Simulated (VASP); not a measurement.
# GaAs (Fm-3m) in VASP: a series of runs

GaAs is run at these levels: PBE; tasks: single point.

All numbers are computed with VASP 6.6.1; they aren't measurements. Logs are shortened: lines on timing, memory, paths and dates and some standing lists are left out, and cuts for length are marked.

## (1) The cell of the first run

The structure is cubic, space group Fm-3m (No. 225). Conventional cell: a = 5.356 Å, b = 5.356 Å, c = 5.356 Å, α = 90.00°, β = 90.00°, γ = 90.00°. Ga (site symmetry m-3m) has 6 As at 2.68 Å within 3.5 Å. As (site symmetry m-3m) has 6 Ga at 2.68 Å within 3.5 Å.

## (2) Single point, PBE

File INCAR:

```
SYSTEM = GaAs
PREC     = Accurate       ! precision mode
ENCUT    = 520            ! plane-wave cutoff, eV
EDIFF    = 1E-7           ! SCF threshold, eV
ISMEAR   = -1             ! smearing method
SIGMA    = 0.05           ! smearing width, eV
LREAL    = .FALSE.        ! projectors in reciprocal space
LASPH    = .TRUE.         ! aspherical terms in the spheres
NELM     = 100            ! most SCF steps
ALGO     = Normal         ! electronic algorithm
ISIF     = 2              ! what is computed and relaxed
LWAVE    = .FALSE.        ! write WAVECAR
LCHARG   = .FALSE.        ! write CHGCAR
GGA      = PE             ! functional
NBANDS   = 16             ! bands
```

File KPOINTS:

```
regular mesh
0
G
  9 9 9
  0 0 0
```

File POSCAR:

```
GaAs
1.0
    0.0000000000      2.6777962333      2.6777962333
    2.6777962333      0.0000000000      2.6777962333
    2.6777962333      2.6777962333      0.0000000000
Ga As
1 1
Direct
    0.0000000000      0.0000000000      0.0000000000
    0.5000000000      0.5000000000      0.5000000000
```

Potentials or basis: VASP PAW PBE potentials, release 64 (Ga_d, As).

Launch:

```
$ cat potpaw_PBE.64/Ga_d/POTCAR potpaw_PBE.64/As/POTCAR > POTCAR
$ mpirun -np 1 vasp_std > vasp.out
```

OUTCAR:

```text
SYSTEM = GaAs
   PREC = Accurate
   ENCUT = 520
   EDIFF = 1E-7
   ISMEAR = -1
   LREAL = .FALSE.
   LASPH = .TRUE.
   NELM = 100
   ISIF = 2
   GGA = PE

 ion  position               nearest neighbor table
   1  0.000  0.000  0.000-   2 2.68   2 2.68   2 2.68   2 2.68   2 2.68   2 2.68
   2  0.500  0.500  0.500-   1 2.68   1 2.68   1 2.68   1 2.68   1 2.68   1 2.68

  LATTYP: Found a face centered cubic cell.
 ALAT       =     5.3555924666

  Lattice vectors:

 A1 = (   0.0000000000,   2.6777962333,   2.6777962333)
 A2 = (   2.6777962333,   0.0000000000,   2.6777962333)
 A3 = (   2.6777962333,   2.6777962333,   0.0000000000)

Analysis of symmetry for initial positions (statically):
=====================================================================
 Subroutine PRICEL returns:
 Original cell was already a primitive cell.

 Routine SETGRP: Setting up the symmetry group for a
 face centered cubic supercell.

 Subroutine GETGRP returns: Found 48 space group operations
 (whereof 48 operations were pure point group operations)
 out of a pool of 48 trial point group operations.

The static configuration has the point symmetry O_h .

Analysis of symmetry for dynamics (positions and initial velocities):
=====================================================================
 Subroutine PRICEL returns:
 Original cell was already a primitive cell.

 Routine SETGRP: Setting up the symmetry group for a
 face centered cubic supercell.

 Subroutine GETGRP returns: Found 48 space group operations
 (whereof 48 operations were pure point group operations)
 out of a pool of 48 trial point group operations.

The dynamic configuration has the point symmetry O_h .

 Subroutine INISYM returns: Found 48 space group operations
 (whereof 48 operations are pure point group operations),
 and found     1 'primitive' translations

----------------------------------------------------------------------------------------

                                     Primitive cell

  volume of cell :      38.4028

  direct lattice vectors                    reciprocal lattice vectors
     0.000000000  2.677796233  2.677796233    -0.186720705  0.186720705  0.186720705
     2.677796233  0.000000000  2.677796233     0.186720705 -0.186720705  0.186720705
     2.677796233  2.677796233  0.000000000     0.186720705  0.186720705 -0.186720705
[... 74 lines left out ...]
 SYSTEM =  GaAs
   PREC   = accura    normal or accurate (medium, high low for compatibility)
   ISTART =      0    job   : 0-new  1-cont  2-samecut
   ICHARG =      2    charge: 1-file 2-atom 10-const
   ISPIN  =      1    spin polarized calculation?
   LNONCOLLINEAR =      F non collinear calculations
   LSORBIT =      F    spin-orbit coupling
   LASPH  =      T    aspherical Exc in radial PAW
   ENCUT  =  520.0 eV  38.22 Ry    6.18 a.u.   7.04  7.04  7.04*2*pi/ulx,y,z
   NELM   =    100;   NELMIN=  2; NELMDL= -5     # of ELM steps
   EDIFF  = 0.1E-06   stopping-criterion for ELM
   LREAL  =      F    real-space projection
   EDIFFG = 0.1E-05   stopping-criterion for IOM
   NSW    =      0    number of steps for IOM
   IBRION =     -1    ionic relax: 0-MD 1-quasi-New 2-CG
   NFREE  =      0    steps in history (QN), initial steepest desc. (CG)
   ISIF   =      2    stress and relaxation
   ISYM   =      2    0-nonsym 1-usesym 2-fastsym
   POTIM  = 0.5000    time-step for ionic-motion
   TEBEG  =    0.0;   TEEND  =   0.0 temperature during run
   PSTRESS=    0.0 pullay stress
   NELECT =      18.0000    total number of electrons
   NUPDOWN=      -1.0000    fix difference up-down
   EMIN   =  10.00;   EMAX   =-10.00  energy-range for DOS
   EFERMI =   0.00;   METHOD = LEGACY
   ISMEAR =    -1;   SIGMA  =   0.05  broadening in eV -4-tet -1-fermi 0-gaus
   EFERMI_NEDOS =   21; number of points for ismear=-14 and -15
   IALGO  =     38    algorithm
   IMIX   =      4    mixing-type and parameters
     AMIX     =   0.40;   BMIX     =  1.00
     AMIX_MAG =   1.60;   BMIX_MAG =  1.00
  volume/ion in A,a.u.               =      19.20       129.58
  Fermi-wavevector in a.u.,A,eV,Ry     =   1.271681  2.403128 22.002964  1.617172
  Thomas-Fermi vector in A             =   2.404601
   LORBIT       =      0    0 simple, 1 ext, 2 COOP (PROOUT), +10 PAW based schemes
   GGA     = PE    functional components
   LHFCALC =     F    Hartree Fock is set to
   AEXX    =    0.0000 exact exchange contribution
   IVDW    =     0    specifies the selected vdW correction
   LEPSILON=     F    determine dielectric tensor
   LRPA    =     F    only Hartree local field effects (RPA)
 non-spin polarized calculation
  energy-cutoff  :      520.00
  volume of cell :       38.40
 maximum number of plane-waves:      1044
   NGX = 15   NGY = 15   NGZ = 15

 number of electron      17.9999985 magnetization

 Free energy of the ion-electron system (eV)
  ---------------------------------------------------
  ext. energy  EPLUGINS =         0.00000000
  ---------------------------------------------------
  free energy    TOTEN  =        -7.63150990 eV

  energy without entropy =       -7.62031131  energy(sigma->0) =       -7.62591060

 E-fermi :   5.4268     XC(G=0): -10.6954

 val. band max:        5.4191524151   @ k =   0.3333   0.2222   0.0000
 cond. band min:       5.4441789722   @ k =   0.4444   0.3333   0.1111
 fundamental gap:      0.0250265570
 Fermi energy:         5.4267500738

 k-point     1 :       0.0000    0.0000    0.0000
  band No.  band energies     occupation
      1      -9.3653      2.00000
      2      -9.3653      2.00000
      3      -9.3450      2.00000
      4      -9.3450      2.00000
      5      -9.3450      2.00000
      6      -7.8109      2.00000
[... 433 lines left out ...]
      3      -9.3464      2.00000
      4      -9.2999      2.00000
      5      -9.2999      2.00000
      6      -4.7842      2.00000
[... 8 lines left out ...]
     15      18.8444      0.00000
     16      21.6824      0.00000

 [... further k-points ...]
[... 5 lines left out ...]
  --------------------------------------------------------------------------------------
  -------------------------------------------------------------------------------------
  Total        0.4022326      0.4022326      0.4022326      0.0000000      0.0000000     -0.0000000
  in kB       16.7812877     16.7812877     16.7812877      0.0000000      0.0000000     -0.0000000
  external PRESSURE =      16.7812877 kB  Pullay stress =       0.0000000 kB

 VOLUME and BASIS-vectors are now :
 -----------------------------------------------------------------------------
  energy-cutoff  :      520.00
  volume of cell :       38.40
      direct lattice vectors                 reciprocal lattice vectors
     0.000000000  2.677796233  2.677796233    -0.186720705  0.186720705  0.186720705
     2.677796233  0.000000000  2.677796233     0.186720705 -0.186720705  0.186720705
     2.677796233  2.677796233  0.000000000     0.186720705  0.186720705 -0.186720705

 POSITION                                       TOTAL-FORCE (eV/Angst)
 -----------------------------------------------------------------------------------
      0.00000      0.00000      0.00000        -0.000000     -0.000000      0.000000
      2.67780      2.67780      2.67780         0.000000      0.000000     -0.000000
 -----------------------------------------------------------------------------------
    total drift:                               -0.000000      0.000000      0.000000

  FREE ENERGIE OF THE ION-ELECTRON SYSTEM (eV)
  ---------------------------------------------------
  free  energy   TOTEN  =        -7.6315098952 eV

  energy  without entropy=       -7.6203113119  energy(sigma->0) =       -7.62591060
```

Run time: 9.2 s. Hardware: 1 thread of Intel Xeon 6975P-C (Granite Rapids), shared host; peak memory 0.16 GiB.

Results:

| Property | Result |
| --- | --- |
| Free energy | -7.6315 eV |
| Pressure | 1.7 GPa |
| Band gap on the k mesh | zero (band 9 reaches 6.00 eV, above the bottom of band 10 at 2.90 eV) |

Levels at points of the mesh, in eV from the Fermi level:
```
           k point  band 6  band 7  band 8  band 9  band 10  band 11  band 12  band 13
(0.00, 0.00, 0.00)  -13.24    0.04    0.04    0.04     0.05     7.32     7.32     7.32
```

## (3) Single point, PBE

This run uses another cell than the first one, of 19.59 Å³/atom, 1.020 times its volume.

File INCAR:

```
  PREC = Accurate
  ENCUT = 520
  EDIFF = 1E-6
  ISMEAR = -1
  SIGMA = 0.05
  LREAL = False
  LASPH = True
  NELM = 60
  ALGO = Normal
  ISIF = 2
  LWAVE = False
  LCHARG = False
  GGA = PE
  NBANDS = 16
```

File KPOINTS:

```
Automatic mesh
0
Gamma
  9 9 9
```

File POSCAR:

```
GaAs
1.0
    0.0000000000      2.6958900000      2.6958900000
    2.6958900000      0.0000000000      2.6958900000
    2.6958900000      2.6958900000      0.0000000000
Ga As
1 1
Direct
    0.0000000000      0.0000000000      0.0000000000
    0.5000000000      0.5000000000      0.5000000000
```

Potentials or basis: VASP PAW PBE potentials, release 64 (Ga_d, As).

Launch:

```
$ cat potpaw_PBE.64/Ga_d/POTCAR potpaw_PBE.64/As/POTCAR > POTCAR
$ mpirun -np 1 vasp_std > vasp.out
```

OUTCAR:

```text
PREC = Accurate
   ENCUT = 520
   EDIFF = 1E-6
   ISMEAR = -1
   LREAL = False
   LASPH = True
   NELM = 60
   ISIF = 2
   GGA = PE

 ion  position               nearest neighbor table
   1  0.000  0.000  0.000-   2 2.70   2 2.70   2 2.70   2 2.70   2 2.70   2 2.70
   2  0.500  0.500  0.500-   1 2.70   1 2.70   1 2.70   1 2.70   1 2.70   1 2.70

  LATTYP: Found a face centered cubic cell.
 ALAT       =     5.3917800000

  Lattice vectors:

 A1 = (   0.0000000000,   2.6958900000,   2.6958900000)
 A2 = (   2.6958900000,   0.0000000000,   2.6958900000)
 A3 = (   2.6958900000,   2.6958900000,   0.0000000000)

Analysis of symmetry for initial positions (statically):
=====================================================================
 Subroutine PRICEL returns:
 Original cell was already a primitive cell.

 Routine SETGRP: Setting up the symmetry group for a
 face centered cubic supercell.

 Subroutine GETGRP returns: Found 48 space group operations
 (whereof 48 operations were pure point group operations)
 out of a pool of 48 trial point group operations.

The static configuration has the point symmetry O_h .

Analysis of symmetry for dynamics (positions and initial velocities):
[... 153 lines left out ...]
  ---------------------------------------------------
  free energy    TOTEN  =        -7.63606446 eV

  energy without entropy =       -7.62485321  energy(sigma->0) =       -7.63045884

 E-fermi :   5.2124     XC(G=0): -10.6009

 val. band max:        5.2070720520   @ k =   0.3333   0.2222   0.0000
 cond. band min:       5.2220732611   @ k =   0.4444   0.3333   0.1111
 fundamental gap:      0.0150012092
 Fermi energy:         5.2124174959

 k-point     1 :       0.0000    0.0000    0.0000
  band No.  band energies     occupation
      1      -9.5476      2.00000
      2      -9.5476      2.00000
      3      -9.5281      2.00000
      4      -9.5281      2.00000
      5      -9.5281      2.00000
      6      -7.8626      2.00000
[... 433 lines left out ...]
      3      -9.5298      2.00000
      4      -9.4859      2.00000
      5      -9.4859      2.00000
      6      -4.9434      2.00000
[... 8 lines left out ...]
     15      18.5173      0.00000
     16      21.3354      0.00000

 [... further k-points ...]
[... 5 lines left out ...]
  --------------------------------------------------------------------------------------
  -------------------------------------------------------------------------------------
  Total        0.0484111      0.0484111      0.0484111      0.0000000      0.0000000      0.0000000
  in kB        1.9793343      1.9793343      1.9793343      0.0000000      0.0000000      0.0000000
  external PRESSURE =       1.9793343 kB  Pullay stress =       0.0000000 kB

 VOLUME and BASIS-vectors are now :
 -----------------------------------------------------------------------------
  energy-cutoff  :      520.00
  volume of cell :       39.19
      direct lattice vectors                 reciprocal lattice vectors
     0.000000000  2.695890000  2.695890000    -0.185467508  0.185467508  0.185467508
     2.695890000  0.000000000  2.695890000     0.185467508 -0.185467508  0.185467508
     2.695890000  2.695890000  0.000000000     0.185467508  0.185467508 -0.185467508

 POSITION                                       TOTAL-FORCE (eV/Angst)
 -----------------------------------------------------------------------------------
      0.00000      0.00000      0.00000         0.000000      0.000000     -0.000000
      2.69589      2.69589      2.69589         0.000000      0.000000      0.000000
 -----------------------------------------------------------------------------------
    total drift:                               -0.000000      0.000000      0.000000

  FREE ENERGIE OF THE ION-ELECTRON SYSTEM (eV)
  ---------------------------------------------------
  free  energy   TOTEN  =        -7.6360644619 eV

  energy  without entropy=       -7.6248532106  energy(sigma->0) =       -7.63045884
```

Run time: 8.9 s. Hardware: 1 thread of Intel Xeon 6975P-C (Granite Rapids), shared host; peak memory 0.16 GiB.

Results:

```yaml
Free_energy: -7.6361 eV
Pressure: 0.2 GPa
Band_gap_on_the_k_mesh: zero (band 9 reaches 5.78 eV, above the bottom of band 10 at 2.76 eV)
```

(Part 1 of 2 ends here.)
